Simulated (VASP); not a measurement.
HfN: single point with PBEsol

Crystal: HfN.

```
CELL_PARAMETERS angstrom
0.00000 2.42538 2.42538
2.42538 0.00000 2.42538
2.42538 2.42538 0.00000
ATOMIC_POSITIONS crystal
Hf 0.00000 0.00000 0.00000
N 0.25000 0.25000 0.25000
```

* Program: VASP 6.6.1
* Task: single point
* Functional: PBEsol
* Potentials or basis: VASP PAW PBE potentials, release 64 (Hf_pv, N)
* Cutoff: 520 eV
* k mesh: 9 × 9 × 9
* Occupations: fermi-dirac, width 0.05 eV
* Spin: no spin polarisation
* Dipole correction: no
* Further INCAR settings: ALGO = Normal; EDIFF = 1e-07; NBANDS = 14

```yaml
Pressure: 1.2 GPa
```

Levels at points of the mesh, in eV from the Fermi level:
```tsv
k point	band 5	band 6	band 7	band 8	band 9	band 10
(0.00, 0.00, 0.00)	-5.62	-5.62	-5.62	-0.64	2.30	2.30
```

Run time: 8.2 s on 1 thread of Intel Xeon 6975P-C, on a shared host, peak memory 0.16 GiB.

Caveat: the PAW data sets were made with another functional, which shifts forces and pressure a little; spin-orbit coupling is left out, which moves the levels of the heavy elements.
